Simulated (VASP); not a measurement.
A run of VASP 6.6.1:

Contents of INCAR:

```
SYSTEM = Hg
PREC     = Accurate       ! precision mode
ENCUT    = 520            ! plane-wave cutoff, eV
EDIFF    = 1E-7           ! SCF threshold, eV
ISMEAR   = -1             ! smearing method
SIGMA    = 0.1            ! smearing width, eV
LREAL    = .False.        ! projectors in reciprocal space
LASPH    = .True.         ! aspherical terms in the spheres
NELM     = 100            ! most SCF steps
ALGO     = Normal         ! electronic algorithm
ISIF     = 2              ! what is computed and relaxed
LWAVE    = .False.        ! write WAVECAR
LCHARG   = .True.         ! write CHGCAR
GGA      = RP             ! functional
LELF     = .True.         ! ELF
LVHAR    = .True.       
NBANDS   = 12             ! bands
```

KPOINTS

```
regular mesh
0
Gamma
  9 9 9
  0 0 0
```

POSCAR

```
Hg
1.0
   -2.8309713819      2.8309713819      2.8309713819
    2.8309713819     -2.8309713819      2.8309713819
    2.8309713819      2.8309713819     -2.8309713819
Hg
1
Direct
    0.0000000000      0.0000000000      0.0000000000
```

Potentials or basis: VASP PAW PBE potentials, release 64 (Hg).

The run is started by

```bash
$ cat potpaw_PBE.64/Hg/POTCAR > POTCAR
$ mpirun -np 1 vasp_std > vasp.out
```

Hardware: 1 thread of AMD EPYC 9R45 96-Core Processor (Zen 5) (shared host).

Question: Estimate the wall time of this run.

Answer: It took 15 s on 1 thread of AMD EPYC 9R45 96-Core Processor (Zen 5) (shared host), peak memory 0.18 GiB. Counts: scf iterations 10, k points 35.
